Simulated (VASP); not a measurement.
# Zr12H (a cell with a defect) in VASP: notebook

Runs on Zr12H (a cell with a defect). Level: PBE. Tasks: single point.

Program: VASP 6.6.1. These are calculated values, not measurements. Logs are shortened: lines on timing, memory, paths and dates and some standing lists are left out, and cuts for length are marked.

## Step 1: The cell of the first run

The cell holds a defect, 13 atoms: a = 6.460 Å, b = 9.690 Å, c = 5.145 Å, α = 90.00°, β = 90.00°, γ = 120.00°.

## Step 2: Single point, PBE

Contents of INCAR:

```
SYSTEM = Zr12H
ALGO     = Normal         ! electronic algorithm
EDIFF    = 1E-6           ! SCF threshold, eV
ENCUT    = 520            ! plane-wave cutoff, eV
GGA      = PE             ! functional
ISIF     = 2              ! what is computed and relaxed
ISMEAR   = 0              ! smearing method
LASPH    = .True.         ! aspherical terms in the spheres
LCHARG   = .False.        ! write CHGCAR
LREAL    = .False.        ! projectors in reciprocal space
LWAVE    = .False.        ! write WAVECAR
NBANDS   = 84             ! bands
NELM     = 80             ! most SCF steps
PREC     = Accurate       ! precision mode
SIGMA    = 0.1            ! smearing width, eV
```

Contents of KPOINTS:

```
k-points
0
Gamma
  3 2 3
  0 0 0
```

Contents of POSCAR:

```
Zr12H
1.0
    6.4600000000      0.0000000000      0.0000000000
   -4.8450000000      8.3917860000      0.0000000000
    0.0000000000      0.0000000000      5.1453900000
Zr H
12 1
Direct
    0.0031581584     -0.0021534153      0.0042484632
    0.1729788227      0.2245796068      0.5065200111
    0.0031136809      0.3382452794      0.0027960951
    0.1685669187      0.5576619804      0.5025584067
    0.0018540071      0.6687054460     -0.0023557009
    0.1643278450      0.8868559089      0.4997514280
    0.4939834475     -0.0018470442     -0.0052868684
    0.6637699726      0.2248319964      0.4966294100
    0.5027007727      0.3358629498      0.0013802647
    0.6650635724      0.5540244949      0.5031078305
    0.4983084062      0.6650456768     -0.0022035259
    0.6638604048      0.8844392600      0.4977572157
    0.8331838225      0.1113059842      0.2502469201
```

Potentials or basis: VASP PAW PBE potentials, release 64 (Zr_sv, H).

Run with:

```bash
$ cat potpaw_PBE.64/Zr_sv/POTCAR potpaw_PBE.64/H/POTCAR > POTCAR
$ mpirun -np 1 vasp_std > vasp.out
```

OUTCAR:

```text
SYSTEM = Zr12H
   EDIFF = 1E-6
   ENCUT = 520
   GGA = PE
   ISIF = 2
   ISMEAR = 0
   LASPH = .True.
   LREAL = .False.
   NELM = 80
   PREC = Accurate

 ion  position               nearest neighbor table
   1  0.003  0.998  0.004-  13 2.29   6 3.14   7 3.17  12 3.17   6 3.18   5 3.19   2 3.19   2 3.21
                            12 3.22  11 3.24   9 3.25   7 3.29   3 3.30
   2  0.173  0.225  0.507-  13 2.31   9 3.14   8 3.17   3 3.19  10 3.19   9 3.19   1 3.19   1 3.21
                             3 3.22   4 3.24   6 3.25   8 3.29  12 3.29
   3  0.003  0.338  0.003-  13 2.29   4 3.16   4 3.16   8 3.17  11 3.18   2 3.19   5 3.21   2 3.22
                             9 3.22   8 3.22   9 3.24   7 3.29   1 3.30
   4  0.169  0.558  0.503-  11 3.15   5 3.16   3 3.16   3 3.16  12 3.18  11 3.19   5 3.20   6 3.20
                            10 3.23  10 3.24   2 3.24   8 3.24
   5  0.002  0.669  0.998-   6 3.15   4 3.16  10 3.17   6 3.17   1 3.19   7 3.19   4 3.20   3 3.21
                            10 3.21   9 3.22  11 3.22  11 3.24
   6  0.164  0.887  0.500-   1 3.14   7 3.14   5 3.15   5 3.17   1 3.18   7 3.19   4 3.20  12 3.22
                            10 3.23  12 3.24   2 3.25   8 3.25
   7  0.494  0.998  0.995-  13 2.31   6 3.14   1 3.17   5 3.19   6 3.19  12 3.19   8 3.19   8 3.21
                            12 3.21  11 3.24   9 3.24   1 3.29   3 3.29
   8  0.664  0.225  0.497-  13 2.28   9 3.14   2 3.17   3 3.17   9 3.18  10 3.19   7 3.19   7 3.21
                             3 3.22   4 3.24   6 3.25   2 3.29  12 3.30
   9  0.503  0.336  0.001-   8 3.14   2 3.14  10 3.15  10 3.16   8 3.18   2 3.19  11 3.20   3 3.22
                             5 3.22   3 3.24   7 3.24   1 3.25
  10  0.665  0.554  0.503-   9 3.15  11 3.16   9 3.16   5 3.17   2 3.19   8 3.19  11 3.20  12 3.21
                             5 3.21   4 3.23   6 3.23   4 3.24
  11  0.498  0.665  0.998-   4 3.15  10 3.16  12 3.16  12 3.16   3 3.18   4 3.19  10 3.20   9 3.20
                             5 3.22   5 3.24   7 3.24   1 3.24
  12  0.664  0.884  0.498-  13 2.29  11 3.16  11 3.16   1 3.17   4 3.18   7 3.19  10 3.21   7 3.21
                             6 3.22   1 3.22   6 3.24   2 3.29   8 3.30
  13  0.833  0.111  0.250-   8 2.28   1 2.29  12 2.29   3 2.29   7 2.31   2 2.31

  LATTYP: Found a simple monoclinic cell.
 ALAT       =     6.4600000000
 B/A-ratio  =     0.7965000000
 C/A-ratio  =     1.3228756308
 COS(beta)  =    -0.1889822400

  Lattice vectors:

 A1 = (   6.4600000000,   0.0000000000,   0.0000000000)
 A2 = (   0.0000000000,   0.0000000000,   5.1453900000)
 A3 = (  -1.6150000000,  -8.3917860000,   0.0000000000)

Analysis of symmetry for initial positions (statically):
=====================================================================
 Subroutine PRICEL returns:
 Original cell was already a primitive cell.

 Routine SETGRP: Setting up the symmetry group for a
 simple monoclinic supercell.

 Subroutine GETGRP returns: Found  1 space group operations
 (whereof  1 operations were pure point group operations)
 out of a pool of  4 trial point group operations.

The static configuration has the point symmetry C_1 .

Analysis of symmetry for dynamics (positions and initial velocities):
=====================================================================
 Subroutine PRICEL returns:
 Original cell was already a primitive cell.

 Routine SETGRP: Setting up the symmetry group for a
 simple monoclinic supercell.

 Subroutine GETGRP returns: Found  1 space group operations
 (whereof  1 operations were pure point group operations)
 out of a pool of  4 trial point group operations.

The dynamic configuration has the point symmetry C_1 .

 Subroutine INISYM returns: Found  1 space group operations
 (whereof  1 operations are pure point group operations),
 and found     1 'primitive' translations

----------------------------------------------------------------------------------------

                                     Primitive cell

  volume of cell :     278.9364

  direct lattice vectors                    reciprocal lattice vectors
     6.460000000  0.000000000  0.000000000     0.154798762  0.089373108  0.000000000
    -4.845000000  8.391786000  0.000000000     0.000000000  0.119164145  0.000000000
     0.000000000  0.000000000  5.145390000     0.000000000  0.000000000  0.194348728

  length of vectors
     6.460000000  9.689999859  5.145390000     0.178746214  0.119164145  0.194348728

  position of ions in fractional coordinates (direct lattice)
     0.003158158  0.997846585  0.004248463
     0.172978823  0.224579607  0.506520011
     0.003113681  0.338245279  0.002796095
     0.168566919  0.557661980  0.502558407
[... 65 lines left out ...]

 Subroutine IBZKPT returns following result:
 ===========================================

 Found     10 irreducible k-points:

 Following reciprocal coordinates:
            Coordinates               Weight
  0.000000  0.000000  0.000000      1.000000
  0.333333  0.000000  0.000000      2.000000
  0.000000  0.500000  0.000000      1.000000
  0.333333  0.500000  0.000000      2.000000
  0.000000  0.000000  0.333333      2.000000
  0.333333  0.000000  0.333333      2.000000
 -0.333333  0.000000  0.333333      2.000000
  0.000000  0.500000  0.333333      2.000000
  0.333333  0.500000  0.333333      2.000000
 -0.333333  0.500000  0.333333      2.000000
   k-points           NKPTS =     10   k-points in BZ     NKDIM =     10   number of bands    NBANDS=     84
   number of dos      NEDOS =    301   number of ions     NIONS =     13
   total plane-waves  NPLWV = 138240
   dimension x,y,z NGX =    48 NGY =   72 NGZ =   40
   dimension x,y,z NGXF=    96 NGYF=  144 NGZF=   80
   ions per type =              12   1
   NGX,Y,Z   is equivalent  to a cutoff of  12.35, 12.35, 12.92 a.u.
   NGXF,Y,Z  is equivalent  to a cutoff of  24.71, 24.71, 25.85 a.u.
 SYSTEM =  Zr12H
   PREC   = accura    normal or accurate (medium, high low for compatibility)
   ISTART =      0    job   : 0-new  1-cont  2-samecut
   ICHARG =      2    charge: 1-file 2-atom 10-const
   ISPIN  =      1    spin polarized calculation?
   LNONCOLLINEAR =      F non collinear calculations
   LSORBIT =      F    spin-orbit coupling
   LASPH  =      T    aspherical Exc in radial PAW
   ENCUT  =  520.0 eV  38.22 Ry    6.18 a.u.  12.01 18.02  9.57*2*pi/ulx,y,z
   NELM   =     80;   NELMIN=  2; NELMDL= -5     # of ELM steps
   EDIFF  = 0.1E-05   stopping-criterion for ELM
   LREAL  =      F    real-space projection
   EDIFFG = 0.1E-04   stopping-criterion for IOM
   NSW    =      0    number of steps for IOM
   IBRION =     -1    ionic relax: 0-MD 1-quasi-New 2-CG
   NFREE  =      0    steps in history (QN), initial steepest desc. (CG)
   ISIF   =      2    stress and relaxation
   ISYM   =      2    0-nonsym 1-usesym 2-fastsym
   POTIM  = 0.5000    time-step for ionic-motion
   TEBEG  =    0.0;   TEEND  =   0.0 temperature during run
   PSTRESS=    0.0 pullay stress
   NELECT =     145.0000    total number of electrons
   NUPDOWN=      -1.0000    fix difference up-down
   EMIN   =  10.00;   EMAX   =-10.00  energy-range for DOS
   EFERMI =   0.00;   METHOD = LEGACY
   ISMEAR =     0;   SIGMA  =   0.10  broadening in eV -4-tet -1-fermi 0-gaus
   EFERMI_NEDOS =   21; number of points for ismear=-14 and -15
   IALGO  =     38    algorithm
   IMIX   =      4    mixing-type and parameters
     AMIX     =   0.40;   BMIX     =  1.00
     AMIX_MAG =   1.60;   BMIX_MAG =  1.00
  volume/ion in A,a.u.               =      21.46       144.80
  Fermi-wavevector in a.u.,A,eV,Ry     =   1.316323  2.487490 23.574895  1.732706
  Thomas-Fermi vector in A             =   2.446443
   LORBIT       =      0    0 simple, 1 ext, 2 COOP (PROOUT), +10 PAW based schemes
   GGA     = PE    functional components
   LHFCALC =     F    Hartree Fock is set to
   AEXX    =    0.0000 exact exchange contribution
   IVDW    =     0    specifies the selected vdW correction
   LEPSILON=     F    determine dielectric tensor
   LRPA    =     F    only Hartree local field effects (RPA)
 non-spin polarized calculation
 Gauss-broadening in eV      SIGMA  =   0.10
  energy-cutoff  :      520.00
  volume of cell :      278.94
 maximum number of plane-waves:      7545
   NGX = 25   NGY = 37   NGZ = 19

 number of electron     145.0000000 magnetization

 Free energy of the ion-electron system (eV)
  ---------------------------------------------------
  ext. energy  EPLUGINS =         0.00000000
  ---------------------------------------------------
  free energy    TOTEN  =      -105.76253161 eV

  energy without entropy =     -105.64624743  energy(sigma->0) =     -105.70438952

 E-fermi :   9.0521     XC(G=0): -11.1340

 val. band max:        9.0415531375   @ k =   0.0000   0.5000   0.3333
 cond. band min:       9.0530137628   @ k =  -0.3333   0.0000   0.3333
 fundamental gap:      0.0114606253
 Fermi energy:         9.0520607976

 k-point     1 :       0.0000    0.0000    0.0000
  band No.  band energies     occupation
      1     -39.7661      2.00000
      2     -39.6903      2.00000
      3     -39.6560      2.00000
      4     -39.6512      2.00000
      5     -39.6379      2.00000
      6     -39.6288      2.00000
[... 859 lines left out ...]
     83       9.7047      0.00000
     84      10.0625      0.00000

------------------------ aborting loop because EDIFF is reached ----------------------------------------

  FORCE on cell =-STRESS in cart. coord.  units (eV):
  Direction    XX          YY          ZZ          XY          YZ          ZX
  --------------------------------------------------------------------------------------
  -------------------------------------------------------------------------------------
  Total        2.3255999      2.6669190      2.5595915      0.1813124      0.1420415      0.0635766
  in kB       13.3579668     15.3184631     14.7019864      1.0414369      0.8158693      0.3651763
  external PRESSURE =      14.4594721 kB  Pullay stress =       0.0000000 kB

 VOLUME and BASIS-vectors are now :
 -----------------------------------------------------------------------------
  energy-cutoff  :      520.00
  volume of cell :      278.94
      direct lattice vectors                 reciprocal lattice vectors
     6.460000000  0.000000000  0.000000000     0.154798762  0.089373108  0.000000000
    -4.845000000  8.391786000  0.000000000     0.000000000  0.119164145  0.000000000
     0.000000000  0.000000000  5.145390000     0.000000000  0.000000000  0.194348728

 POSITION                                       TOTAL-FORCE (eV/Angst)
 -----------------------------------------------------------------------------------
     -4.81416      8.37371      0.02186         0.004370      0.001376     -0.002519
      0.02935      1.88462      2.60624         0.008607      0.000699      0.007414
     -1.61868      2.83848      0.01439         0.005258      0.007557     -0.003973
     -1.61293      4.67978      2.58586         0.001096     -0.000452     -0.001359
     -3.22790      5.61163      5.13327         0.000393     -0.002999     -0.002946
     -3.23526      7.44231      2.57142        -0.006447     -0.000036      0.002288
     -1.64492      8.37629      5.11819        -0.006542     -0.002225     -0.013593
      3.19864      1.88674      2.55535        -0.003930      0.000244      0.005579
      1.62019      2.81849      0.00710         0.003340      0.000446     -0.005358
      1.61206      4.64925      2.58869        -0.000041      0.001832      0.004645
     -0.00307      5.58092      5.13405        -0.001942     -0.000286      0.001451
      0.00343      7.42202      2.56116        -0.006739     -0.006889      0.006866
      4.84309      0.93406      1.28762         0.002576      0.000735      0.001505
 -----------------------------------------------------------------------------------
    total drift:                                0.000001      0.000055      0.000005

  FREE ENERGIE OF THE ION-ELECTRON SYSTEM (eV)
  ---------------------------------------------------
  free  energy   TOTEN  =      -105.7625316081 eV

  energy  without entropy=     -105.6462474348  energy(sigma->0) =     -105.70438952
```

Wall time 7.6 min (1 thread of Intel Xeon Platinum 8259CL at 2.50GHz (Skylake/Cascade Lake), shared host); peak memory 0.42 GiB.

What came out:

- Free energy: -105.7625 eV
- Pressure: 1.4 GPa
- Largest force: 0.015 eV/Å
- Band gap on the k mesh: zero (an odd number of electrons rules out a gap without spin polarisation)

Forces in eV/Å, atoms in the order of the input:
```
Zr   0.004  0.001 -0.003
Zr   0.009  0.001  0.007
Zr   0.005  0.008 -0.004
Zr   0.001  0.000 -0.001
Zr   0.000 -0.003 -0.003
Zr  -0.006  0.000  0.002
Zr  -0.007 -0.002 -0.014
Zr  -0.004  0.000  0.006
Zr   0.003  0.000 -0.005
Zr   0.000  0.002  0.005
Zr  -0.002  0.000  0.001
Zr  -0.007 -0.007  0.007
H    0.003  0.001  0.002
```

Stress tensor (GPa, compression positive):
```
1.34 0.10 0.04
0.10 1.53 0.08
0.04 0.08 1.47
```

Caveat: the k points lie up to 0.41 Å⁻¹ apart, too coarse for converged energies and pressures of a metal.

## Step 3: Single point, PBE

Contents of INCAR:

```
PREC = Accurate ; ENCUT = 520
EDIFF = 1E-6 ; ISMEAR = 0
SIGMA = 0.1 ; LREAL = F
LASPH = T ; NELM = 80
ALGO = Normal ; ISIF = 2
LWAVE = F ; LCHARG = F
GGA = PE ; NBANDS = 84
```

Contents of KPOINTS:

```
regular mesh
0
Gamma
  3 2 3
```

Contents of POSCAR:

```
Zr12H
1.0
    6.4600000000      0.0000000000      0.0000000000
   -4.8450000000      8.3917860000      0.0000000000
    0.0000000000      0.0000000000      5.1453900000
Zr H
12 1
Direct
    0.0012586995     -0.0022296803     -0.0035723240
    0.1744193464      0.2240577870      0.4920958372
    0.0041773833      0.3378532293     -0.0013551937
    0.1679243965      0.5572110633      0.4988768587
    0.0010495493      0.6682898015      0.0043199835
    0.1623085130      0.8862229089      0.5031136610
    0.4916343542     -0.0020798910      0.0094434047
    0.6648330080      0.2243216164      0.5055334970
    0.5039297429      0.3357537954     -0.0015625638
    0.6645432956      0.5536308957      0.4975063115
    0.4978224986      0.6649486772      0.0030751799
    0.6623868943      0.8841944969      0.5033210311
    0.8332148416      0.1111124616      0.7506880917
```

Potentials or basis: VASP PAW PBE potentials, release 64 (Zr_sv, H).

Run with:

```bash
$ cat potpaw_PBE.64/Zr_sv/POTCAR potpaw_PBE.64/H/POTCAR > POTCAR
$ mpirun -np 1 vasp_std > vasp.out
```

Wall time 3.7 min (1 thread of Intel Xeon Platinum 8488C (Sapphire Rapids), shared host); peak memory 0.43 GiB.

Results (log left out):

```
Free energy            : -105.7626 eV
Pressure               : 1.4 GPa
Largest force          : 0.021 eV/Å
Band gap on the k mesh : zero (an odd number of electrons rules out a gap without spin polarisation)
```

Forces in eV/Å, atoms in the order of the input:
```
Zr   0.000 -0.003  0.012
Zr  -0.004  0.002  0.010
Zr  -0.002  0.003 -0.004
Zr   0.004 -0.005  0.003
Zr   0.004  0.006  0.000
Zr  -0.003  0.003 -0.005
Zr   0.008 -0.002 -0.006
Zr   0.007  0.002 -0.019
Zr  -0.001 -0.001  0.011
Zr  -0.006 -0.004 -0.004
Zr   0.000  0.002  0.000
Zr  -0.009 -0.002  0.001
H    0.000 -0.001  0.002
```

Stress tensor (GPa, compression positive):
```
 1.30  0.16 -0.04
 0.16  1.52 -0.09
-0.04 -0.09  1.45
```

Levels at points of the mesh, in eV from the Fermi level:
```tsv
k point	band 68	band 69	band 70	band 71	band 72	band 73	band 74	band 75	band 76	band 77
(0.00, 0.00, 0.00)	-0.63	-0.46	-0.26	0.09	0.33	0.48	0.64	0.76	0.80	0.81
(0.00, 0.50, 0.00)	-0.27	-0.21	-0.09	-0.05	-0.03	0.12	0.32	0.43	0.54	0.71
```

Caveat: the k points lie up to 0.41 Å⁻¹ apart, too coarse for converged energies and pressures of a metal.
